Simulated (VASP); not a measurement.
A run of VASP 6.6.1 is set up as follows.

File INCAR:

```
  PREC = Accurate
  ENCUT = 520
  EDIFF = 1E-6
  ISMEAR = -1
  SIGMA = 0.05
  LREAL = F
  LASPH = T
  NELM = 100
  ALGO = Normal
  ISIF = 2
  LWAVE = F
  LCHARG = F
  GGA = PE
  IVDW = 12
  NBANDS = 57
```

Contents of KPOINTS:

```
regular mesh
0
Gamma
  4 5 3
```

POSCAR

```
HPbNO4
1.0
    6.3974817808      0.0000000000      0.0147546285
    0.0000000000      4.0446280966      0.0000000000
   -3.1233027680      0.0000000000      7.5972931824
H Pb N O
2 2 2 8
Direct
    0.2986293402      0.0796164139      0.5162874375
    0.7013706598      0.5796164139      0.4837125625
    0.9828696199      0.5814770957      0.2864610150
    0.0171303801      0.0814770957      0.7135389850
    0.5872455703      0.3812891132      0.7940771389
    0.4127544297      0.8812891132      0.2059228611
    0.1324067733      0.0710019275      0.4590654393
    0.4087385505      0.4819237257      0.8070441602
    0.7767375286      0.4920303463      0.8918570984
    0.5784878582      0.1621363778      0.6787213473
    0.8675932267      0.5710019275      0.5409345607
    0.5912614495      0.9819237257      0.1929558398
    0.2232624714      0.9920303463      0.1081429016
    0.4215121418      0.6621363778      0.3212786527
```

Potentials or basis: VASP PAW PBE potentials, release 64 (H, Pb_d, N, O).

Launch:

```sh
$ cat potpaw_PBE.64/H/POTCAR potpaw_PBE.64/Pb_d/POTCAR potpaw_PBE.64/N/POTCAR potpaw_PBE.64/O/POTCAR > POTCAR
$ mpirun -np 1 vasp_std > vasp.out
```

Q: Predict the dispersion energy per atom.

A: -0.110 eV.

Q: What does it give for the band gap on the k mesh?

A: 3.21 eV (least direct gap 3.29 eV).

Forces on the atoms (eV/Å):
```
H    0.094  0.003  0.046
H   -0.094  0.003 -0.046
Pb  -0.007 -0.009 -0.031
Pb   0.007 -0.009  0.031
N    0.013 -0.040 -0.035
N   -0.013 -0.040  0.035
O   -0.063 -0.001 -0.037
O   -0.385  0.130  0.027
O    0.290  0.142  0.237
O    0.066 -0.225 -0.229
O    0.063 -0.001  0.037
O    0.385  0.130 -0.027
O   -0.290  0.142 -0.237
O   -0.066 -0.225  0.229
```

Caveat: the standard files for N, O and F lose accuracy on very short bonds; three body term missing; spin-orbit coupling is left out, which moves the levels of the heavy elements. A k mesh can miss the band edges.
